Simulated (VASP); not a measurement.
Input of a VASP 6.6.1 run:

The input INCAR:

```
SYSTEM = PbS
ALGO     = Normal         ! electronic algorithm
EDIFF    = 1E-6           ! SCF threshold, eV
ENCUT    = 520            ! plane-wave cutoff, eV
GGA      = PE             ! functional
ISIF     = 2              ! what is computed and relaxed
ISMEAR   = 0              ! smearing method
IVDW     = 12             ! dispersion correction
LASPH    = .True.         ! aspherical terms in the spheres
LCHARG   = .False.        ! write CHGCAR
LREAL    = .False.        ! projectors in reciprocal space
LWAVE    = .False.        ! write WAVECAR
NBANDS   = 28             ! bands
NELM     = 100            ! most SCF steps
PREC     = Accurate       ! precision mode
SIGMA    = 0.02           ! smearing width, eV
```

KPOINTS

```
k-points
0
Gamma
  8 8 6
  0 0 0
```

The input POSCAR:

```
PbS
1.0
    2.0560482281     -5.8128948704      0.0000000000
    2.0560482281      5.8128948704      0.0000000000
    0.0000000000      0.0000000000      4.2675556982
Pb S
2 2
Direct
    0.8731305186      0.1268694814      0.7500000000
    0.1268694814      0.8731305186      0.2500000000
    0.6404500306      0.3595499694      0.7500000000
    0.3595499694      0.6404500306      0.2500000000
```

Potentials or basis: VASP PAW PBE potentials, release 64 (Pb_d, S).

Command:

```console
$ cat potpaw_PBE.64/Pb_d/POTCAR potpaw_PBE.64/S/POTCAR > POTCAR
$ mpirun -np 1 vasp_std > vasp.out
```

Task: Predict the largest force.

Result: 0.009 eV/Å.

Task: Predict the dispersion energy per atom.

Result: -0.358 eV.

Forces on the atoms (eV/Å):
```
Pb   0.000  0.009  0.000
Pb   0.000 -0.009  0.000
S    0.000 -0.002  0.000
S    0.000  0.002  0.000
```
